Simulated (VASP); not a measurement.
A run of VASP 6.6.1 is set up as follows.

File INCAR:

```
SYSTEM = Zn
  PREC = Accurate
  ENCUT = 600
  EDIFF = 1E-7
  ISMEAR = 0
  SIGMA = 0.1
  LREAL = .FALSE.
  LASPH = .TRUE.
  NELM = 60
  ALGO = Fast
  ISIF = 4
  LWAVE = .FALSE.
  LCHARG = .FALSE.
  GGA = PE
  IBRION = 2
  NSW = 50
  EDIFFG = -0.01
```

File KPOINTS:

```
Automatic mesh
0
G
  18 18 8
  0 0 0
```

Contents of POSCAR:

```
Zn
1.0
    2.5954972124      0.0000000000      0.0000000000
   -1.2977486062      2.2477665214      0.0000000000
    0.0000000000      0.0000000000      4.7849798341
Zn
2
Direct
    0.3333333333      0.6666666667      0.2500000000
    0.6666666667      0.3333333333      0.7500000000
```

Potentials or basis: VASP PAW PBE potentials, release 64 (Zn).

Command:

```bash
$ cat potpaw_PBE.64/Zn/POTCAR > POTCAR
$ mpirun -np 1 vasp_std > vasp.out
```

(1) Predict the band gap on the k mesh.

Results:

(1) zero (bands 12 and 13 overlap by 4.26 eV).
